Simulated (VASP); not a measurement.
**Cu: single point with LDA**

The system is Cu.

```
Cu
1.0
     0.00000    1.75898    1.75898
     1.75898    0.00000    1.75898
     1.75898    1.75898    0.00000
Cu
1
Direct
  0.00000 0.00000 0.00000
```

```json
{"Program": "VASP 6.6.1", "Task": "single point", "Functional": "LDA", "Potentials or basis": "VASP PAW LDA potentials, release 64 (Cu)", "Cutoff": "520 eV", "k mesh": "39 × 39 × 39", "Occupations": "methfessel-paxton, width 0.1 eV", "Spin": "no spin polarisation", "Dipole correction": "no", "Further INCAR settings": "ALGO = Normal; EDIFF = 1e-06; NBANDS = 12"}
```

| Property | Result |
| --- | --- |
| Pressure | 0.9 GPa |
| Band gap on the k mesh | zero (an odd number of electrons rules out a gap without spin polarisation) |

Levels at points of the mesh, in eV from the Fermi level:
```
           k point  band 4  band 5  band 6  band 7  band 8  band 9
(0.00, 0.00, 0.00)   -3.35   -2.40   -2.40   23.31   26.43   26.43
```

Wall time 4.6 min on 1 thread of Intel Xeon 8259CL, with other jobs on the host, peak memory 0.3 GiB.
